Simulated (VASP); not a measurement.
# MgO (Cmmm) in VASP: a series of runs

The runs below take MgO through single point, relaxation of cell and atoms, with PBE.

Everything below comes from runs of VASP 6.6.1. Logs are shortened: lines on timing, memory, paths and dates and some standing lists are left out, and cuts for length are marked.

## 1. The cell of the first run

It takes space group Cmmm (No. 65, orthorhombic). The conventional cell has a = 3.148 Å, b = 3.562 Å, c = 4.324 Å, α = 90.00°, β = 90.00°, γ = 90.00°. Within 2.1 Å of Mg (site symmetry mmm) lie 4 O at 1.57 to 1.78 Å. Within 2.1 Å of O (site symmetry mmm) lie 4 Mg at 1.57 to 1.78 Å.

The cell was generated, and may not be a known phase.

## 2. Single point, PBE

INCAR

```
SYSTEM = MgO
PREC = Accurate
ENCUT = 840
EDIFF = 1E-6
ISMEAR = 0
SIGMA = 0.1
LREAL = .FALSE.
LASPH = .TRUE.
NELM = 120
ALGO = Normal
ISIF = 2
LWAVE = .FALSE.
LCHARG = .TRUE.
GGA = PE
LELF = .TRUE.
LVHAR = .TRUE.
NBANDS = 15
GGA_COMPAT = .FALSE.
```

KPOINTS

```
Automatic mesh
0
G
  8 8 4
  0 0 0
```

POSCAR

```
MgO
1.0
    1.5741295100     -1.7810731000      0.0000000000
    1.5741295100      1.7810731000      0.0000000000
    0.0000000000      0.0000000000      4.3239066500
Mg O
1 1
Direct
    0.5000000000      0.5000000000      0.0000000000
    0.0000000000      0.0000000000      0.0000000000
```

Potentials or basis: VASP PAW PBE potentials, release 64 (Mg_sv, O).

On the command line:

```sh
$ cat potpaw_PBE.64/Mg_sv/POTCAR potpaw_PBE.64/O/POTCAR > POTCAR
$ mpirun -np 1 vasp_std > vasp.out
```

OUTCAR:

```text
SYSTEM = MgO
   PREC = Accurate
   ENCUT = 840
   EDIFF = 1E-6
   ISMEAR = 0
   LREAL = .FALSE.
   LASPH = .TRUE.
   NELM = 120
   ISIF = 2
   GGA = PE

 ion  position               nearest neighbor table
   1  0.500  0.500  0.000-   2 1.57   2 1.57   2 1.78   2 1.78
   2  0.000  0.000  0.000-   1 1.57   1 1.57   1 1.78   1 1.78

  LATTYP: Found a base centered orthorhombic cell.
 ALAT       =     3.1482590200
 B/A-ratio  =     1.1314654154
 C/A-ratio  =     1.3734278605

  Lattice vectors:

 A1 = (   1.5741295100,  -1.7810731000,   0.0000000000)
 A2 = (   1.5741295100,   1.7810731000,   0.0000000000)
 A3 = (   0.0000000000,   0.0000000000,   4.3239066500)

Analysis of symmetry for initial positions (statically):
=====================================================================
 Subroutine PRICEL returns:
 Original cell was already a primitive cell.

 Routine SETGRP: Setting up the symmetry group for a
 base centered orthorhombic supercell.

 Subroutine GETGRP returns: Found  8 space group operations
 (whereof  8 operations were pure point group operations)
 out of a pool of  8 trial point group operations.

The static configuration has the point symmetry D_2h.

Analysis of symmetry for dynamics (positions and initial velocities):
=====================================================================
 Subroutine PRICEL returns:
 Original cell was already a primitive cell.

 Routine SETGRP: Setting up the symmetry group for a
 base centered orthorhombic supercell.

 Subroutine GETGRP returns: Found  8 space group operations
 (whereof  8 operations were pure point group operations)
 out of a pool of  8 trial point group operations.

The dynamic configuration has the point symmetry D_2h.

 Subroutine INISYM returns: Found  8 space group operations
 (whereof  8 operations are pure point group operations),
 and found     1 'primitive' translations

----------------------------------------------------------------------------------------

                                     Primitive cell

  volume of cell :      24.2454

  direct lattice vectors                    reciprocal lattice vectors
     1.574129510 -1.781073100  0.000000000     0.317635872 -0.280729634  0.000000000
     1.574129510  1.781073100  0.000000000     0.317635872  0.280729634  0.000000000
     0.000000000  0.000000000  4.323906650     0.000000000  0.000000000  0.231272338

  length of vectors
     2.376994973  2.376994973  4.323906650     0.423912343  0.423912343  0.231272338

  position of ions in fractional coordinates (direct lattice)
     0.500000000  0.500000000  0.000000000
     0.000000000  0.000000000  0.000000000

  ion indices of the primitive-cell ions
   primitive index   ion index
                 1           1
                 2           2

----------------------------------------------------------------------------------------

 KPOINTS: Automatic mesh

Automatic generation of k-mesh.
 Grid dimensions read from file:
 generate k-points for:    8    8    4

 Generating k-lattice:

  Cartesian coordinates                     Fractional coordinates (reciprocal lattice)
     0.039704484 -0.035091204  0.000000000     0.125000000  0.000000000  0.000000000
     0.039704484  0.035091204  0.000000000     0.000000000  0.125000000  0.000000000
     0.000000000  0.000000000  0.057818084     0.000000000  0.000000000  0.250000000

  Length of vectors
     0.052989043  0.052989043  0.057818084

  Shift w.r.t. Gamma in fractional coordinates (k-lattice)
     0.000000000  0.000000000  0.000000000

 Subroutine IBZKPT returns following result:
 ===========================================

 Found     63 irreducible k-points:

 Following reciprocal coordinates:
            Coordinates               Weight
  0.000000  0.000000  0.000000      1.000000
  0.125000 -0.000000  0.000000      4.000000
  0.250000 -0.000000  0.000000      4.000000
  0.375000 -0.000000  0.000000      4.000000
  0.500000 -0.000000  0.000000      2.000000
  0.125000  0.125000  0.000000      2.000000
[... 16 lines left out ...]
  0.125000 -0.000000  0.250000      8.000000
  0.250000 -0.000000  0.250000      8.000000
 [... further k-points ...]
   k-points           NKPTS =     63   k-points in BZ     NKDIM =     63   number of bands    NBANDS=     15
   number of dos      NEDOS =    301   number of ions     NIONS =      2
   total plane-waves  NPLWV =  24192
   dimension x,y,z NGX =    24 NGY =   24 NGZ =   42
   dimension x,y,z NGXF=    48 NGYF=   48 NGZF=   84
   ions per type =               1   1
   NGX,Y,Z   is equivalent  to a cutoff of  16.79, 16.79, 16.15 a.u.
   NGXF,Y,Z  is equivalent  to a cutoff of  33.57, 33.57, 32.30 a.u.
 SYSTEM =  MgO
   PREC   = accura    normal or accurate (medium, high low for compatibility)
   ISTART =      0    job   : 0-new  1-cont  2-samecut
   ICHARG =      2    charge: 1-file 2-atom 10-const
   ISPIN  =      1    spin polarized calculation?
   LNONCOLLINEAR =      F non collinear calculations
   LSORBIT =      F    spin-orbit coupling
   LASPH  =      T    aspherical Exc in radial PAW
   ENCUT  =  840.0 eV  61.74 Ry    7.86 a.u.   5.62  5.62 10.22*2*pi/ulx,y,z
   NELM   =    120;   NELMIN=  2; NELMDL= -5     # of ELM steps
   EDIFF  = 0.1E-05   stopping-criterion for ELM
   LREAL  =      F    real-space projection
   EDIFFG = 0.1E-04   stopping-criterion for IOM
   NSW    =      0    number of steps for IOM
   IBRION =     -1    ionic relax: 0-MD 1-quasi-New 2-CG
   NFREE  =      0    steps in history (QN), initial steepest desc. (CG)
   ISIF   =      2    stress and relaxation
   ISYM   =      2    0-nonsym 1-usesym 2-fastsym
   POTIM  = 0.5000    time-step for ionic-motion
   TEBEG  =    0.0;   TEEND  =   0.0 temperature during run
   PSTRESS=    0.0 pullay stress
   NELECT =      16.0000    total number of electrons
   NUPDOWN=      -1.0000    fix difference up-down
   EMIN   =  10.00;   EMAX   =-10.00  energy-range for DOS
   EFERMI =   0.00;   METHOD = LEGACY
   ISMEAR =     0;   SIGMA  =   0.10  broadening in eV -4-tet -1-fermi 0-gaus
   EFERMI_NEDOS =   21; number of points for ismear=-14 and -15
   IALGO  =     38    algorithm
   IMIX   =      4    mixing-type and parameters
     AMIX     =   0.40;   BMIX     =  1.00
     AMIX_MAG =   1.60;   BMIX_MAG =  1.00
  volume/ion in A,a.u.               =      12.12        81.81
  Fermi-wavevector in a.u.,A,eV,Ry     =   1.425297  2.693420 27.639842  2.031471
  Thomas-Fermi vector in A             =   2.545696
   LORBIT       =      0    0 simple, 1 ext, 2 COOP (PROOUT), +10 PAW based schemes
   GGA     = PE    functional components
   LHFCALC =     F    Hartree Fock is set to
   AEXX    =    0.0000 exact exchange contribution
   IVDW    =     0    specifies the selected vdW correction
   LEPSILON=     F    determine dielectric tensor
   LRPA    =     F    only Hartree local field effects (RPA)
 non-spin polarized calculation
 Gauss-broadening in eV      SIGMA  =   0.10
  energy-cutoff  :      840.00
  volume of cell :       24.25
 maximum number of plane-waves:      1372
 NGX is ok and might be reduce to    24
   NGX = 11   NGY = 11   NGZ = 21

 number of electron      15.9999996 magnetization

 Free energy of the ion-electron system (eV)
  ---------------------------------------------------
  ext. energy  EPLUGINS =         0.00000000
  ---------------------------------------------------
  free energy    TOTEN  =        -6.84579445 eV

  energy without entropy =       -6.84579445  energy(sigma->0) =       -6.84579445

 E-fermi :   2.2827     XC(G=0):  -8.8245

 val. band max:        1.6520265777   @ k =   0.0000   0.0000   0.5000
 cond. band min:       3.0701387095   @ k =   0.0000   0.0000   0.0000
 fundamental gap:      1.4181121318
 Fermi energy:         2.2826937739

 k-point     1 :       0.0000    0.0000    0.0000
  band No.  band energies     occupation
      1     -69.6255      2.00000
      2     -36.4339      2.00000
      3     -36.3103      2.00000
      4     -36.0881      2.00000
      5     -17.0539      2.00000
      6      -2.2313      2.00000
      7       1.6305      2.00000
      8       1.6484      2.00000
      9       3.0701      0.00000
     10      12.8458      0.00000
     11      15.8181      0.00000
     12      17.3940      0.00000
     13      26.0470      0.00000
     14      27.3068      0.00000
     15      27.4506      0.00000

 k-point     2 :       0.1250   -0.0000    0.0000
  band No.  band energies     occupation
      1     -69.6166      2.00000
      2     -36.4257      2.00000
      3     -36.3599      2.00000
      4     -36.1147      2.00000
      5     -16.7767      2.00000
      6      -2.0597      2.00000
      7       0.5881      2.00000
      8       1.5274      2.00000
      9       3.5971      0.00000
     10      12.7644      0.00000
     11      16.5687      0.00000
     12      17.8828      0.00000
     13      23.5728      0.00000
     14      24.0534      0.00000
     15      27.0603      0.00000

 k-point     3 :       0.2500   -0.0000    0.0000
  band No.  band energies     occupation
      1     -69.5951      2.00000
      2     -36.5266      2.00000
      3     -36.4057      2.00000
      4     -36.1278      2.00000
      5     -16.0513      2.00000
      6      -1.6075      2.00000
      7      -1.4557      2.00000
      8       1.2575      2.00000
      9       4.8749      0.00000
     10      12.3799      0.00000
     11      16.6810      0.00000
     12      18.3031      0.00000
     13      20.5047      0.00000
     14      22.0358      0.00000
     15      28.0544      0.00000
[... 343 lines left out ...]
 k-point    23 :       0.1250   -0.0000    0.2500
  band No.  band energies     occupation
      1     -69.6165      2.00000
      2     -36.4259      2.00000
      3     -36.3599      2.00000
      4     -36.1146      2.00000
      5     -16.7663      2.00000
      6      -2.4365      2.00000
      7       0.6274      2.00000
      8       1.5290      2.00000
      9       4.7419      0.00000
     10      11.1051      0.00000
     11      16.6877      0.00000
     12      18.9119      0.00000
     13      22.3005      0.00000
     14      25.0647      0.00000
     15      26.0712      0.00000

 k-point    24 :       0.2500   -0.0000    0.2500
  band No.  band energies     occupation
      1     -69.5951      2.00000
      2     -36.5265      2.00000
      3     -36.4059      2.00000
      4     -36.1277      2.00000
      5     -16.0424      2.00000
      6      -1.9083      2.00000
      7      -1.4115      2.00000
      8       1.2589      2.00000
      9       5.7855      0.00000
     10      11.4500      0.00000
     11      16.5353      0.00000
     12      17.9298      0.00000
     13      21.4250      0.00000
     14      22.7625      0.00000
     15      26.5246      0.00000

 [... further k-points ...]

------------------------ aborting loop because EDIFF is reached ----------------------------------------

  FORCE on cell =-STRESS in cart. coord.  units (eV):
  Direction    XX          YY          ZZ          XY          YZ          ZX
  --------------------------------------------------------------------------------------
  -------------------------------------------------------------------------------------
  Total       36.3900862     15.3176434     -0.0382589     -0.0000000      0.0000000      0.0000000
  in kB     2404.7235529   1012.2179299     -2.5282153     -0.0000000      0.0000000      0.0000000
  external PRESSURE =    1138.1377559 kB  Pullay stress =       0.0000000 kB

 VOLUME and BASIS-vectors are now :
 -----------------------------------------------------------------------------
  energy-cutoff  :      840.00
  volume of cell :       24.25
      direct lattice vectors                 reciprocal lattice vectors
     1.574129510 -1.781073100  0.000000000     0.317635872 -0.280729634  0.000000000
     1.574129510  1.781073100  0.000000000     0.317635872  0.280729634  0.000000000
     0.000000000  0.000000000  4.323906650     0.000000000  0.000000000  0.231272338

 POSITION                                       TOTAL-FORCE (eV/Angst)
 -----------------------------------------------------------------------------------
      1.57413      0.00000      0.00000         0.000000      0.000000      0.000000
      0.00000      0.00000      0.00000        -0.000000     -0.000000      0.000000
 -----------------------------------------------------------------------------------
    total drift:                               -0.000000     -0.000000     -0.000000

  FREE ENERGIE OF THE ION-ELECTRON SYSTEM (eV)
  ---------------------------------------------------
  free  energy   TOTEN  =        -6.8457944542 eV

  energy  without entropy=       -6.8457944542  energy(sigma->0) =       -6.84579445
```

It took 20 s on 1 thread of Intel Xeon Platinum 8488C (Sapphire Rapids), shared host; peak memory 0.18 GiB.

What came out:

| Item | Value |
| --- | --- |
| Free energy | -6.8458 eV |
| Pressure | 113.8 GPa |
| Band gap on the k mesh | 1.42 eV |

Stress tensor (GPa, compression positive):
```
240.47   0.00   0.00
  0.00 101.22   0.00
  0.00   0.00  -0.25
```

Caveat: the stress differs along the axes, from -0 to 240 GPa.

## 3. Relaxation of cell and atoms, PBE

INCAR

```
PREC = Accurate ; ENCUT = 840
EDIFF = 1E-7 ; ISMEAR = 0
SIGMA = 0.1 ; LREAL = False
LASPH = True ; NELM = 120
ALGO = Normal ; ISIF = 3
LWAVE = False ; LCHARG = False
GGA = PE ; IBRION = 2
NSW = 90 ; EDIFFG = -0.04
GGA_COMPAT = False ; NELMIN = 4
```

KPOINTS

```
regular mesh
0
Gamma
  8 8 4
```

POSCAR is that of step 2.

Potentials or basis: VASP PAW PBE potentials, release 64 (Mg_sv, O).

On the command line:

```sh
$ cat potpaw_PBE.64/Mg_sv/POTCAR potpaw_PBE.64/O/POTCAR > POTCAR
$ mpirun -np 1 vasp_std > vasp.out
```

Run time: 83 s. Hardware: 1 thread of Intel Xeon 6975P-C (Granite Rapids), shared host; peak memory 0.19 GiB.

The run converged. Its results:

```yaml
Free_energy: -11.0316 eV
Relaxed_volume: 17.26 Å³/atom
Relaxed_cell: a = 2.825 Å, b = 2.825 Å, c = 4.325 Å, α = 90.00°, β = 90.00°, γ = 90.07°
Space_group_after_relaxing_to_0.1_Å: P4/mmm (No. 123)
Pressure_after_relaxing: 0.2 GPa
Band_gap_on_the_k_mesh: 2.05 eV (least direct gap 2.35 eV)
```

Stress tensor (GPa, compression positive):
```
0.33 0.00 0.00
0.00 0.17 0.00
0.00 0.00 0.04
```

Final structure:
```xyz
2
Lattice="1.9967 -1.9990 0.0000 1.9967 1.9990 0.0000 0.0000 0.0000 4.3255" Properties=species:S:1:pos:R:3 pbc="T T T"
Mg    1.9967    0.0000    0.0000
O     0.0000    0.0000    0.0000
```

Levels at points of the mesh, in eV from the valence-band top:
| k point | band 4 | band 5 | band 6 | band 7 | band 8 | band 9 | band 10 | band 11 | band 12 |
| --- | --- | --- | --- | --- | --- | --- | --- | --- | --- |
| (0.00, 0.00, 0.00) | -39.34 | -16.37 | -1.58 | -0.30 | -0.30 | 2.05 | 10.08 | 11.19 | 12.14 |
| (0.50, 0.00, 0.00) | -39.34 | -15.60 | -3.86 | -0.73 | -0.30 | 6.76 | 7.28 | 9.05 | 14.10 |
| (0.50, 0.50, 0.00) | -39.41 | -15.25 | -2.82 | -2.81 | 0.00 | 7.85 | 11.82 | 11.84 | 12.61 |
| (0.00, 0.00, 0.50) | -39.34 | -16.35 | -2.40 | -0.29 | -0.29 | 5.15 | 5.68 | 12.40 | 16.84 |
| (0.50, 0.00, 0.50) | -39.34 | -15.59 | -3.75 | -1.07 | -0.29 | 5.41 | 9.48 | 10.53 | 10.57 |
| (0.50, 0.50, 0.50) | -39.41 | -15.24 | -2.77 | -2.77 | -0.17 | 9.70 | 9.73 | 9.75 | 9.84 |

Caveat: the volume moved by over 15 % at a fixed basis, so the end points are rough.
